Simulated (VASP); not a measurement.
# Na3ScTlP3 (P4mm) in VASP: a series of runs, part 2 of 2

VASP 6.6.1. Earlier steps stand in the parts before.

### Step 3. Single point, PBE

Input file INCAR:

```
ALGO = Normal
EDIFF = 1E-6
ENCUT = 520
GGA = PE
ISIF = 2
ISMEAR = 0
LASPH = T
LCHARG = F
LREAL = F
LWAVE = F
NBANDS = 40
NELM = 60
PREC = Accurate
SIGMA = 0.1
```

Input file KPOINTS:

```
k-points
0
Gamma
  6 6 4
```

Input file POSCAR:

```
Na3ScTlP3
1.0
    5.3464350173      0.0000000000      0.0000000000
    0.0000000000      5.3464350173      0.0000000000
    0.0000000000      0.0000000000      8.3510539074
Na Sc Tl P
3 1 1 3
Direct
    0.0000000000      0.5000000000      0.9376139275
    0.5000000000      0.0000000000      0.9376139275
    0.0000000000      0.0000000000      0.3050321866
    0.0000000000      0.0000000000      0.6787584191
    0.5000000000      0.5000000000      0.5534893778
    0.0000000000      0.5000000000      0.5694324887
    0.5000000000      0.0000000000      0.5694324887
    0.0000000000      0.0000000000     -0.0239771961
```

Potentials or basis: VASP PAW PBE potentials, release 64 (Na_pv, Sc_sv, Tl_d, P).

Launch:

```console
$ cat potpaw_PBE.64/Na_pv/POTCAR potpaw_PBE.64/Sc_sv/POTCAR potpaw_PBE.64/Tl_d/POTCAR potpaw_PBE.64/P/POTCAR > POTCAR
$ mpirun -np 1 vasp_std > vasp.out
```

OUTCAR:

```text
EDIFF = 1E-6
   ENCUT = 520
   GGA = PE
   ISIF = 2
   ISMEAR = 0
   LASPH = T
   LREAL = F
   NELM = 60
   PREC = Accurate

 ion  position               nearest neighbor table
   1  0.000  0.500  0.938-   8 2.69   8 2.69
   2  0.500  0.000  0.938-   8 2.69   8 2.69
   3  0.000  0.000  0.305-   8 2.75
   4  0.000  0.000  0.679-   8 2.48   7 2.82   6 2.82   6 2.82   7 2.82
   5  0.500  0.500  0.553-   6 2.68   7 2.68   7 2.68   6 2.68
   6  0.000  0.500  0.569-   5 2.68   5 2.68   4 2.82   4 2.82
   7  0.500  0.000  0.569-   5 2.68   5 2.68   4 2.82   4 2.82
   8  0.000  0.000  0.976-   4 2.48   2 2.69   1 2.69   1 2.69   2 2.69   3 2.75
[... 1245 lines left out ...]
  Total        0.0420191      0.0420191      0.0628556      0.0000000     -0.0000000      0.0000000
  in kB        0.2820250      0.2820250      0.4218759      0.0000000     -0.0000000      0.0000000
  external PRESSURE =       0.3286419 kB  Pullay stress =       0.0000000 kB

 VOLUME and BASIS-vectors are now :
 -----------------------------------------------------------------------------
  energy-cutoff  :      520.00
  volume of cell :      238.71
      direct lattice vectors                 reciprocal lattice vectors
     5.346435017  0.000000000  0.000000000     0.187040523  0.000000000  0.000000000
     0.000000000  5.346435017  0.000000000     0.000000000  0.187040523  0.000000000
     0.000000000  0.000000000  8.351053907     0.000000000  0.000000000  0.119745365

 POSITION                                       TOTAL-FORCE (eV/Angst)
 -----------------------------------------------------------------------------------
      0.00000      2.67322      7.83006         0.000000      0.000000      0.001221
      2.67322      0.00000      7.83006         0.000000      0.000000      0.001221
      0.00000      0.00000      2.54734         0.000000     -0.000000      0.010218
      0.00000      0.00000      5.66835        -0.000000      0.000000     -0.010989
      2.67322      2.67322      4.62222         0.000000      0.000000      0.002916
      0.00000      2.67322      4.75536        -0.000000      0.000000     -0.007947
      2.67322      0.00000      4.75536         0.000000      0.000000     -0.007947
      0.00000      0.00000      8.15082        -0.000000      0.000000      0.011307
 -----------------------------------------------------------------------------------
    total drift:                               -0.000000      0.000000      0.000114

  FREE ENERGIE OF THE ION-ELECTRON SYSTEM (eV)
  ---------------------------------------------------
  free  energy   TOTEN  =       -31.0535739419 eV

  energy  without entropy=      -31.0530019202  energy(sigma->0) =      -31.05328793
```

OSZICAR:

```text
N       E                     dE             d eps       ncg     rms          rms(c)
DAV:   1     0.613714535693E+03    0.61371E+03   -0.27747E+04  2400   0.143E+03
DAV:   2     0.249029355326E+02   -0.58881E+03   -0.57405E+03  2416   0.429E+02
DAV:   3    -0.328145812720E+02   -0.57718E+02   -0.55978E+02  3352   0.139E+02
DAV:   4    -0.357568972616E+02   -0.29423E+01   -0.29287E+01  3328   0.331E+01
DAV:   5    -0.358674184212E+02   -0.11052E+00   -0.11048E+00  3384   0.665E+00    0.111E+01
DAV:   6    -0.313702503768E+02    0.44972E+01   -0.11497E+01  3416   0.187E+01    0.549E+00
DAV:   7    -0.311169226416E+02    0.25333E+00   -0.18753E+00  3272   0.679E+00    0.419E+00
DAV:   8    -0.310464776691E+02    0.70445E-01   -0.28183E-01  3296   0.315E+00    0.151E+00
DAV:   9    -0.310441740106E+02    0.23037E-02   -0.43844E-02  3464   0.127E+00    0.373E-01
DAV:  10    -0.310488398507E+02   -0.46658E-02   -0.10942E-02  3216   0.661E-01    0.285E-01
DAV:  11    -0.310517368397E+02   -0.28970E-02   -0.44047E-03  2872   0.335E-01    0.135E-01
DAV:  12    -0.310531453564E+02   -0.14085E-02   -0.13935E-03  2784   0.126E-01    0.417E-02
DAV:  13    -0.310534755445E+02   -0.33019E-03   -0.42001E-04  2808   0.665E-02    0.239E-02
DAV:  14    -0.310535538818E+02   -0.78337E-04   -0.97600E-05  2824   0.306E-02    0.919E-03
DAV:  15    -0.310535689676E+02   -0.15086E-04   -0.17796E-05  2416   0.145E-02    0.603E-03
DAV:  16    -0.310535733062E+02   -0.43386E-05   -0.70750E-06  2280   0.912E-03    0.290E-03
DAV:  17    -0.310535739419E+02   -0.63563E-06   -0.97297E-07  2312   0.427E-03
   1 F= -.31053574E+02 E0= -.31053288E+02  d E =-.572022E-03
```

stdout:

```text
POSCAR found type information on POSCAR NaScTlP
 POSCAR found :  4 types and       8 ions
 scaLAPACK will be used
 LDA part: xc-table for (Slater+PW92), standard interpolation
 POSCAR, INCAR and KPOINTS ok, starting setup
 FFT: planning ... GRIDC
 FFT: planning ... GRID_SOFT
 FFT: planning ... GRID
 WAVECAR not read
 entering main loop
```

It took 6.1 min on 1 thread of Intel Xeon Platinum 8259CL at 2.50GHz (Skylake/Cascade Lake), shared host; peak memory 0.49 GiB.

What came out:

- Free energy: -31.0536 eV
- Pressure: 0.0 GPa
- Largest force: 0.011 eV/Å
- Band gap on the k mesh: zero (bands 30 and 31 overlap by 0.97 eV)

Forces on the atoms (eV/Å):
```
Na   0.000  0.000  0.001
Na   0.000  0.000  0.001
Na   0.000  0.000  0.010
Sc   0.000  0.000 -0.011
Tl   0.000  0.000  0.003
P    0.000  0.000 -0.008
P    0.000  0.000 -0.008
P    0.000  0.000  0.011
```

Caveat: spin-orbit coupling is left out, which moves the levels of the heavy elements.

### Step 4. Single point, PBE

Input file INCAR:

```
SYSTEM = Na3ScTlP3
ALGO = Normal
EDIFF = 1E-6
ENCUT = 520
GGA = PE
ISIF = 2
ISMEAR = 0
LASPH = .TRUE.
LCHARG = .TRUE.
LELF = .TRUE.
LREAL = .FALSE.
LVHAR = .TRUE.
LWAVE = .FALSE.
NBANDS = 40
NELM = 60
PREC = Accurate
SIGMA = 0.1
```

Input file KPOINTS:

```
k-points
0
G
  6 6 4
  0 0 0
```

Input file POSCAR:

```
Na3ScTlP3
1.0
    5.3471432155      0.0000000000      0.0000000000
    0.0000000000      5.3471432155      0.0000000000
    0.0000000000      0.0000000000      8.3525688798
Na Sc Tl P
3 1 1 3
Direct
    0.0000000000      0.5000000000      0.9376573106
    0.5000000000      0.0000000000      0.9376573106
    0.0000000000      0.0000000000      0.3051337669
    0.0000000000      0.0000000000      0.6787181704
    0.5000000000      0.5000000000      0.5535733353
    0.0000000000      0.5000000000      0.5693971940
    0.5000000000      0.0000000000      0.5693971940
    0.0000000000      0.0000000000     -0.0241386620
```

Launch:

```console
$ cat potpaw_PBE.64/Na_pv/POTCAR potpaw_PBE.64/Sc_sv/POTCAR potpaw_PBE.64/Tl_d/POTCAR potpaw_PBE.64/P/POTCAR > POTCAR
$ mpirun -np 1 vasp_std > vasp.out
```

Run time: 5.8 min. Hardware: 1 thread of Intel Xeon Platinum 8259CL at 2.50GHz (Skylake/Cascade Lake), shared host; peak memory 0.49 GiB.

It converged, with:

```
Free energy            : -31.0536 eV
Pressure               : 0.0 GPa
Largest force          : 0.021 eV/Å
Band gap on the k mesh : zero (bands 30 and 31 overlap by 0.97 eV)
```

Forces in eV/Å, atoms in the order of the input:
```
Na   0.000  0.000  0.000
Na   0.000  0.000  0.000
Na   0.000  0.000  0.004
Sc   0.000  0.000 -0.013
Tl   0.000  0.000  0.003
P    0.000  0.000 -0.007
P    0.000  0.000 -0.007
P    0.000  0.000  0.021
```

Levels at points of the mesh, in eV from the Fermi level:
| k point | band 27 | band 28 | band 29 | band 30 | band 31 | band 32 | band 33 | band 34 |
| --- | --- | --- | --- | --- | --- | --- | --- | --- |
| (0.00, 0.00, 0.00) | -0.63 | -0.63 | -0.61 | -0.40 | -0.40 | 1.45 | 1.80 | 2.86 |
| (0.50, 0.00, 0.00) | -1.38 | -0.94 | -0.66 | -0.53 | 2.02 | 2.08 | 2.47 | 2.60 |
| (0.50, 0.50, 0.00) | -0.66 | -0.53 | -0.53 | 0.56 | 1.30 | 1.54 | 2.49 | 2.49 |
| (0.00, 0.00, 0.50) | -0.66 | -0.66 | -0.62 | -0.39 | -0.39 | 1.80 | 2.06 | 2.64 |
| (0.50, 0.00, 0.50) | -1.32 | -0.90 | -0.58 | -0.53 | 1.79 | 2.33 | 2.46 | 2.67 |
| (0.50, 0.50, 0.50) | -0.66 | -0.25 | -0.25 | 0.41 | 1.30 | 1.76 | 2.27 | 2.27 |

Caveat: spin-orbit coupling is left out, which moves the levels of the heavy elements.

### Step 5. Summary

| cell | k mesh | smearing | gap on the mesh (eV) | pressure (GPa) | largest force (eV/Å) |
| --- | --- | --- | --- | --- | --- |
| a = 5.346, b = 5.346, c = 8.351 Å, 8 atoms, atomic positions A | 4 × 4 × 4 | gaussian 0.2 eV | none | 0.2 | 0.03 |
| a = 5.346, b = 5.346, c = 8.351 Å, 8 atoms, atomic positions A | 6 × 6 × 4 | gaussian 0.1 eV | none | 0.0 | 0.01 |
| a = 5.347, b = 5.347, c = 8.353 Å, 8 atoms, atomic positions B | 6 × 6 × 4 | gaussian 0.1 eV | none | 0.0 | 0.02 |

Alike in all rows: task single point; level PBE; potentials or basis VASP PAW PBE potentials, release 64 (Na_pv, Sc_sv, Tl_d, P); no spin polarisation; cutoff (eV) 520.

Caveats: spin-orbit coupling is left out, which moves the levels of the heavy elements.

Total energies depend on the potentials used, so only differences within one code and one set of settings carry meaning.
